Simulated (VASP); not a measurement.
Wanted: the native input for a VASP 6.6.1 run.

```yaml
Task: relaxation of cell and atoms
Functional: LDA
Potentials_or_basis: VASP PAW LDA potentials, release 64 (Sb)
Cutoff: 500 eV
k_mesh: 8 × 8 × 8
Occupations: fermi-dirac, width 0.05 eV
Spin: no spin polarisation
Target_pressure: 20 GPa
Dipole_correction: no
Further_INCAR_settings: ALGO = Normal; EDIFF = 1e-07; IBRION = 2; EDIFFG = -0.03; NSW = 80; ISIF = 3
```

The structure of Sb lies in POSCAR:

```
Sb
1.0
    0.0000000000      2.4700000000      2.4700000000
    2.4700000000      0.0000000000      2.4700000000
    2.4700000000      2.4700000000      0.0000000000
Sb
1
Direct
    0.0000000000      0.0000000000      0.0000000000
```

This isn't the form of Sb at room conditions, which is rhombohedral.

These files were run (other wordings do the same):

INCAR

```
  PREC = Accurate
  ENCUT = 500
  EDIFF = 1E-7
  ISMEAR = -1
  SIGMA = 0.05
  LREAL = F
  LASPH = T
  NELM = 120
  ALGO = Normal
  ISIF = 3
  LWAVE = F
  LCHARG = F
  IBRION = 2
  NSW = 80
  EDIFFG = -0.03
  PSTRESS = 200.0
  GGA_COMPAT = F
  NELMIN = 4
```

KPOINTS

```
regular mesh
0
Gamma
  8 8 8
```

Potentials or basis: VASP PAW LDA potentials, release 64 (Sb).

Launch:

```console
$ cat potpaw_LDA.64/Sb/POTCAR > POTCAR
$ mpirun -np 1 vasp_std > vasp.out
```

It gave:

- Relaxed volume: 21.51 Å³/atom
- Relaxed cell: a = 3.122 Å, b = 3.122 Å, c = 3.122 Å, α = 60.00°, β = 60.00°, γ = 60.00°
- Space group after relaxing (to 0.1 Å): Fm-3m (No. 225)
- Energy change on relaxing (the run minimises the enthalpy): +126.5 meV/atom
- Ionic steps: 5
- Pressure after relaxing: 20.1 GPa
- Band gap on the k mesh: zero (an odd number of electrons rules out a gap without spin polarisation)

Caveat: the cell is relaxed towards a set pressure, so the run minimises the enthalpy, not the energy; the volume moved by over 15 % at a fixed basis, so the end points are rough; spin-orbit coupling is left out, which moves the levels of the heavy elements.

It took 14 s on 1 thread of AMD EPYC 7R13 Processor (Zen 3), on a shared host, peak memory 0.13 GiB.
